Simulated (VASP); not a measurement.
# Ti (Im-3m) in VASP: density of states with PBE

Aim: the density of states of Ti with PBE.

All numbers are computed with VASP 6.6.1; they aren't measurements. Logs are shortened: lines on timing, memory, paths and dates and some standing lists are left out, and cuts for length are marked.

## (1) The cell of the first run

The structure is cubic, space group Im-3m (No. 229). The conventional cell has a = 3.256 Å, b = 3.256 Å, c = 3.256 Å, α = 90.00°, β = 90.00°, γ = 90.00°. Ti (site symmetry m-3m) has 14 Ti at 2.82 to 3.26 Å within 3.7 Å.

## (2) Density of states, PBE

File POSCAR:

```
Ti
1.0
   -1.6277527636      1.6277527636      1.6277527636
    1.6277527636     -1.6277527636      1.6277527636
    1.6277527636      1.6277527636     -1.6277527636
Ti
1
Direct
    0.0000000000      0.0000000000      0.0000000000
```

File INCAR.step1:

```
PREC = Accurate
ENCUT = 520
EDIFF = 1E-7
ISMEAR = 0
SIGMA = 0.1
LREAL = F
LASPH = T
NELM = 60
ALGO = Normal
ISIF = 2
LWAVE = F
LCHARG = T
LMAXMIX = 4
GGA = PE
NBANDS = 12
```

File KPOINTS.step1:

```
Automatic mesh
0
Gamma
  18 18 18
```

File INCAR.step2:

```
PREC = Accurate
ENCUT = 520
EDIFF = 1E-7
ISMEAR = -5
SIGMA = 0.1
LREAL = F
LASPH = T
NELM = 60
ALGO = Normal
ISIF = 2
LWAVE = F
LCHARG = F
LMAXMIX = 4
GGA = PE
LORBIT = 11
NEDOS = 2001
ICHARG = 11
```

File KPOINTS.step2:

```
Automatic mesh
0
Gamma
  27 27 27
```

Potentials or basis: VASP PAW PBE potentials, release 64 (Ti_sv).

Started as:

```
$ cat potpaw_PBE.64/Ti_sv/POTCAR > POTCAR
$ cp INCAR.step1 INCAR
$ cp KPOINTS.step1 KPOINTS
$ mpirun -np 1 vasp_std > vasp.out
$ cp INCAR.step2 INCAR
$ cp KPOINTS.step2 KPOINTS
$ mpirun -np 1 vasp_std > vasp.out
```

OUTCAR:

```text
PREC = Accurate
   ENCUT = 520
   EDIFF = 1E-7
   ISMEAR = -5
   LREAL = F
   LASPH = T
   NELM = 60
   ISIF = 2
   GGA = PE
   LORBIT = 11
   ICHARG = 11

 ion  position               nearest neighbor table
   1  0.000  0.000  0.000-

  LATTYP: Found a body centered cubic cell.
 ALAT       =     3.2555055272

  Lattice vectors:

 A1 = (  -1.6277527636,   1.6277527636,   1.6277527636)
 A2 = (   1.6277527636,  -1.6277527636,   1.6277527636)
 A3 = (   1.6277527636,   1.6277527636,  -1.6277527636)

Analysis of symmetry for initial positions (statically):
=====================================================================
 Subroutine PRICEL returns:
 Original cell was already a primitive cell.

 Routine SETGRP: Setting up the symmetry group for a
 body centered cubic supercell.

 Subroutine GETGRP returns: Found 48 space group operations
 (whereof 48 operations were pure point group operations)
 out of a pool of 48 trial point group operations.

The static configuration has the point symmetry O_h .

Analysis of symmetry for dynamics (positions and initial velocities):
=====================================================================
 Subroutine PRICEL returns:
 Original cell was already a primitive cell.

 Routine SETGRP: Setting up the symmetry group for a
 body centered cubic supercell.

 Subroutine GETGRP returns: Found 48 space group operations
 (whereof 48 operations were pure point group operations)
 out of a pool of 48 trial point group operations.

The dynamic configuration has the point symmetry O_h .

 Subroutine INISYM returns: Found 48 space group operations
 (whereof 48 operations are pure point group operations),
 and found     1 'primitive' translations

----------------------------------------------------------------------------------------

                                     Primitive cell

  volume of cell :      17.2514

  direct lattice vectors                    reciprocal lattice vectors
    -1.627752764  1.627752764  1.627752764     0.000000000  0.307171956  0.307171956
     1.627752764 -1.627752764  1.627752764     0.307171956  0.000000000  0.307171956
     1.627752764  1.627752764 -1.627752764     0.307171956  0.307171956  0.000000000

  length of vectors
     2.819350489  2.819350489  2.819350489     0.434406746  0.434406746  0.434406746

  position of ions in fractional coordinates (direct lattice)
     0.000000000  0.000000000  0.000000000

  ion indices of the primitive-cell ions
   primitive index   ion index
                 1           1

----------------------------------------------------------------------------------------

 KPOINTS: Automatic mesh

Automatic generation of k-mesh.
 Grid dimensions read from file:
 generate k-points for:   27   27   27

 Generating k-lattice:

  Cartesian coordinates                     Fractional coordinates (reciprocal lattice)
     0.000000000  0.011376739  0.011376739     0.037037037  0.000000000  0.000000000
     0.011376739  0.000000000  0.011376739     0.000000000  0.037037037  0.000000000
     0.011376739  0.011376739  0.000000000     0.000000000  0.000000000  0.037037037

  Length of vectors
     0.016089139  0.016089139  0.016089139

  Shift w.r.t. Gamma in fractional coordinates (k-lattice)
     0.000000000  0.000000000  0.000000000

 TETIRR: Found  23679 inequivalent tetrahedra from   118098

 Subroutine IBZKPT returns following result:
 ===========================================

 Found    560 irreducible k-points:

 Following reciprocal coordinates:
            Coordinates               Weight
  0.000000  0.000000  0.000000      1.000000
  0.037037  0.000000  0.000000     12.000000
  0.074074  0.000000  0.000000     12.000000
  0.111111  0.000000  0.000000     12.000000
  0.148148  0.000000  0.000000     12.000000
  0.185185  0.000000  0.000000     12.000000
[... 16 lines left out ...]
  0.333333  0.037037  0.000000     48.000000
  0.370370  0.037037 -0.000000     48.000000
 [... further k-points ...]
   k-points           NKPTS =    560   k-points in BZ     NKDIM =    560   number of bands    NBANDS=     10
   number of dos      NEDOS =   2001   number of ions     NIONS =      1
   total plane-waves  NPLWV =  13824
   dimension x,y,z NGX =    24 NGY =   24 NGZ =   24
   dimension x,y,z NGXF=    48 NGYF=   48 NGZF=   48
   ions per type =               1
   NGX,Y,Z   is equivalent  to a cutoff of  14.15, 14.15, 14.15 a.u.
   NGXF,Y,Z  is equivalent  to a cutoff of  28.30, 28.30, 28.30 a.u.
 SYSTEM =  unknown system
   PREC   = accura    normal or accurate (medium, high low for compatibility)
   ISTART =      0    job   : 0-new  1-cont  2-samecut
   ICHARG =     11    charge: 1-file 2-atom 10-const
   ISPIN  =      1    spin polarized calculation?
   LNONCOLLINEAR =      F non collinear calculations
   LSORBIT =      F    spin-orbit coupling
   LASPH  =      T    aspherical Exc in radial PAW
   ENCUT  =  520.0 eV  38.22 Ry    6.18 a.u.   5.24  5.24  5.24*2*pi/ulx,y,z
   NELM   =     60;   NELMIN=  2; NELMDL=  0     # of ELM steps
   EDIFF  = 0.1E-06   stopping-criterion for ELM
   LREAL  =      F    real-space projection
   EDIFFG = 0.1E-05   stopping-criterion for IOM
   NSW    =      0    number of steps for IOM
   IBRION =     -1    ionic relax: 0-MD 1-quasi-New 2-CG
   NFREE  =      0    steps in history (QN), initial steepest desc. (CG)
   ISIF   =      2    stress and relaxation
   ISYM   =      2    0-nonsym 1-usesym 2-fastsym
   POTIM  = 0.5000    time-step for ionic-motion
   TEBEG  =    0.0;   TEEND  =   0.0 temperature during run
   PSTRESS=    0.0 pullay stress
   NELECT =      12.0000    total number of electrons
   NUPDOWN=      -1.0000    fix difference up-down
   EMIN   =  10.00;   EMAX   =-10.00  energy-range for DOS
   EFERMI =   0.00;   METHOD = LEGACY
   ISMEAR =    -5;   SIGMA  =   0.10  broadening in eV -4-tet -1-fermi 0-gaus
   EFERMI_NEDOS =   21; number of points for ismear=-14 and -15
   IALGO  =     38    algorithm
   IMIX   =      4    mixing-type and parameters
     AMIX     =   0.40;   BMIX     =  1.00
     AMIX_MAG =   1.60;   BMIX_MAG =  1.00
  volume/ion in A,a.u.               =      17.25       116.42
  Fermi-wavevector in a.u.,A,eV,Ry     =   1.450530  2.741105 28.627177  2.104038
  Thomas-Fermi vector in A             =   2.568132
   LORBIT       =     11    0 simple, 1 ext, 2 COOP (PROOUT), +10 PAW based schemes
   GGA     = PE    functional components
   LHFCALC =     F    Hartree Fock is set to
   AEXX    =    0.0000 exact exchange contribution
   IVDW    =     0    specifies the selected vdW correction
   LEPSILON=     F    determine dielectric tensor
   LRPA    =     F    only Hartree local field effects (RPA)
 non-spin polarized calculation
 Fermi weights with tetrahedron method with Bloechl corrections
  energy-cutoff  :      520.00
  volume of cell :       17.25
 maximum number of plane-waves:       478
 NGX is ok and might be reduce to    24

 number of electron      11.9999997 magnetization

 Free energy of the ion-electron system (eV)
  ---------------------------------------------------
  ext. energy  EPLUGINS =         0.00000000
  ---------------------------------------------------
  free energy    TOTEN  =        -7.72500932 eV

  energy without entropy =       -7.72500932  energy(sigma->0) =       -7.72500932

 E-fermi :   8.1541     XC(G=0): -11.5258

 val. band max:        8.1950540814   @ k =  -0.4815  -0.4815   0.1111
 cond. band min:       8.1554847152   @ k =  -0.3704  -0.4074   0.1481
 fundamental gap:     -0.0395693662
 Fermi energy:         8.1541488181

 k-point     1 :       0.0000    0.0000    0.0000
  band No.  band energies     occupation
      1     -48.3639      2.00000
      2     -24.2125      2.00000
      3     -24.2125      2.00000
      4     -24.2125      2.00000
      5       2.1882      2.00000
      6       9.1496      0.00000
      7       9.1496      0.00000
      8       9.1496      0.00000
      9      10.9208      0.00000
     10      10.9208      0.00000

 k-point     2 :       0.0370    0.0000    0.0000
  band No.  band energies     occupation
      1     -48.3621      2.00000
      2     -24.2221      2.00000
      3     -24.2154      2.00000
      4     -24.2125      2.00000
      5       2.2358      2.00000
      6       9.1276      0.00000
      7       9.1442      0.00000
      8       9.1841      0.00000
      9      10.8940      0.00000
     10      10.9220      0.00000

 k-point     3 :       0.0741    0.0000    0.0000
  band No.  band energies     occupation
      1     -48.3568      2.00000
      2     -24.2505      2.00000
      3     -24.2242      2.00000
      4     -24.2127      2.00000
      5       2.3769      2.00000
      6       9.0635      0.00000
      7       9.1243      0.00000
      8       9.2868      0.00000
      9      10.8223      0.00000
     10      10.9261      0.00000

 k-point     4 :       0.1111    0.0000    0.0000
  band No.  band energies     occupation
      1     -48.3483      2.00000
      2     -24.2959      2.00000
      3     -24.2382      2.00000
      4     -24.2130      2.00000
      5       2.6073      2.00000
      6       8.9625      0.00000
      7       9.0795      0.00000
      8       9.4551      0.00000
      9      10.7294      0.00000
     10      10.9341      0.00000

 k-point     5 :       0.1481    0.0000    0.0000
  band No.  band energies     occupation
      1     -48.3370      2.00000
      2     -24.3556      2.00000
      3     -24.2566      2.00000
      4     -24.2134      2.00000
      5       2.9190      2.00000
      6       8.8322      0.00000
      7       8.9972      0.00000
      8       9.6846      0.00000
      9      10.6470      0.00000
     10      10.9477      0.00000

 k-point     6 :       0.1852    0.0000    0.0000
  band No.  band energies     occupation
      1     -48.3235      2.00000
      2     -24.4261      2.00000
      3     -24.2785      2.00000
      4     -24.2138      2.00000
      5       3.3004      2.00000
      6       8.6819      0.00000
      7       8.8738      0.00000
      8       9.9686      0.00000
      9      10.6018      0.00000
     10      10.9682      0.00000
[... 183 lines left out ...]
 k-point    21 :       0.2593    0.0370   -0.0000
  band No.  band energies     occupation
      1     -48.2843      2.00000
      2     -24.6240      2.00000
      3     -24.3406      2.00000
      4     -24.2188      2.00000
      5       4.4560      2.00000
      6       8.2796     -0.06450
      7       8.4996      0.00000
      8      10.6437      0.00000
      9      10.8912      0.00000
     10      11.0780      0.00000

 k-point    22 :       0.2963    0.0370    0.0000
  band No.  band energies     occupation
      1     -48.2693      2.00000
      2     -24.6980      2.00000
      3     -24.3651      2.00000
      4     -24.2194      2.00000
      5       4.8891      2.00000
      6       8.1329      1.34404
      7       8.4460      0.00000
      8      10.7181      0.00000
      9      11.1221      0.00000
     10      11.2769      0.00000

 k-point    23 :       0.3333    0.0370    0.0000
  band No.  band energies     occupation
      1     -48.2558      2.00000
      2     -24.7644      2.00000
      3     -24.3871      2.00000
      4     -24.2199      2.00000
      5       5.2463      2.00000
      6       8.0044      2.03439
      7       8.5030      0.00000
      8      10.7934      0.00000
      9      11.1683      0.00000
     10      11.6522      0.00000

 k-point    24 :       0.3704    0.0370   -0.0000
  band No.  band energies     occupation
      1     -48.2444      2.00000
      2     -24.8198      2.00000
      3     -24.4056      2.00000
      4     -24.2203      2.00000
      5       5.4942      2.00000
      6       7.8993      2.00000
      7       8.6805      0.00000
      8      10.8549      0.00000
      9      11.2140      0.00000
     10      11.9914      0.00000

 [... further k-points ...]

------------------------ aborting loop because EDIFF is reached ----------------------------------------

  FORCE on cell =-STRESS in cart. coord.  units (eV):
  Direction    XX          YY          ZZ          XY          YZ          ZX
  --------------------------------------------------------------------------------------
  -------------------------------------------------------------------------------------
  Total       -0.0180428     -0.0180428     -0.0180428     -0.0000000      0.0000000     -0.0000000
  in kB       -1.6756691     -1.6756691     -1.6756691     -0.0000000      0.0000000     -0.0000000
  external PRESSURE =      -1.6756691 kB  Pullay stress =       0.0000000 kB

 VOLUME and BASIS-vectors are now :
 -----------------------------------------------------------------------------
  energy-cutoff  :      520.00
  volume of cell :       17.25
      direct lattice vectors                 reciprocal lattice vectors
    -1.627752764  1.627752764  1.627752764     0.000000000  0.307171956  0.307171956
     1.627752764 -1.627752764  1.627752764     0.307171956  0.000000000  0.307171956
     1.627752764  1.627752764 -1.627752764     0.307171956  0.307171956  0.000000000

 POSITION                                       TOTAL-FORCE (eV/Angst)
 -----------------------------------------------------------------------------------
      0.00000      0.00000      0.00000         0.000000     -0.000000      0.000000
 -----------------------------------------------------------------------------------
    total drift:                                0.000000     -0.000000     -0.000000

  FREE ENERGIE OF THE ION-ELECTRON SYSTEM (eV)
  ---------------------------------------------------
  free  energy   TOTEN  =        -7.7250093165 eV

  energy  without entropy=       -7.7250093165  energy(sigma->0) =       -7.72500932

 total charge

# of ion       s       p       d       tot
------------------------------------------
    1        2.244   6.112   1.917  10.273
```

It took 45 s on 1 thread of Intel Xeon 6975P-C (Granite Rapids), shared host; peak memory 0.25 GiB.

What came out:

- Valence electrons inside the program's atomic spheres: Ti 10.27

Caveat: tetrahedron occupations give inexact forces and stress in metals.
